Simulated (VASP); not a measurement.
Ta4N3: single point with PBEsol

The system is Ta4N3.

```
CELL_PARAMETERS angstrom
-2.17857 2.17857 4.27268
2.17857 -2.17857 4.27268
2.17857 2.17857 -4.27268
ATOMIC_POSITIONS crystal
Ta 0.02926 0.52926 0.50000
Ta 0.29001 0.29001 0.00000
Ta 0.52926 0.02926 0.50000
Ta 0.76850 0.76850 0.00000
N 0.75000 0.25000 0.50000
N 0.00000 0.00000 0.00000
N 0.25000 0.75000 0.50000
```

This cell differs from its parent crystal: all Ta atoms moved -0.250 Å, as atom 1 towards its neighbour atom 5 (N) at 2.136 Å.

- Program: VASP 6.6.1
- Task: single point
- Functional: PBEsol
- Potentials or basis: VASP PAW PBE potentials, release 64 (Ta_pv, N)
- Cutoff: 520 eV
- k mesh: 12 × 12 × 12
- Occupations: gaussian, width 0.15 eV
- Spin: no spin polarisation

The pressure is 10.9 GPa, the largest force is 5.020 eV/Å and the band gap on the k mesh is zero (an odd number of electrons rules out a gap without spin polarisation).

Forces on the atoms (eV/Å):
```
Ta   0.000  0.000 -5.020
Ta   0.000  0.000 -0.944
Ta   0.000  0.000 -5.020
Ta   0.000  0.000 -2.423
N    0.000  0.000  4.561
N    0.000  0.000  4.285
N    0.000  0.000  4.561
```

Stress tensor (GPa, compression positive):
```
 2.17  0.00  0.00
 0.00  2.17  0.00
 0.00  0.00 28.42
```

Levels at points of the mesh, in eV from the Fermi level:
| k point | band 27 | band 28 | band 29 | band 30 | band 31 | band 32 |
| --- | --- | --- | --- | --- | --- | --- |
| (0.00, 0.00, 0.00) | -0.92 | -0.81 | -0.81 | 0.11 | 0.11 | 0.95 |
| (0.50, 0.00, 0.00) | -1.54 | -1.13 | -0.48 | 0.14 | 0.60 | 0.82 |
| (0.50, 0.50, 0.00) | -1.73 | -1.70 | -0.08 | 1.16 | 1.18 | 1.81 |
| (0.50, 0.50, 0.50) | -2.84 | -2.52 | -2.52 | 1.06 | 1.06 | 1.57 |

It took 7.1 min on 1 thread of Intel(R) Xeon(R) Platinum 8488C (Sapphire Rapids) (shared host), peak memory 0.51 GiB.

Caveat: the cell differs from its parent crystal (all Ta atoms moved -0.250 Å, as atom 1 towards its neighbour atom 5 (N) at 2.136 Å); the cell stands under pressure; the PAW data sets were made with another functional, which shifts forces and pressure a little; spin-orbit coupling is left out, which moves the levels of the heavy elements.
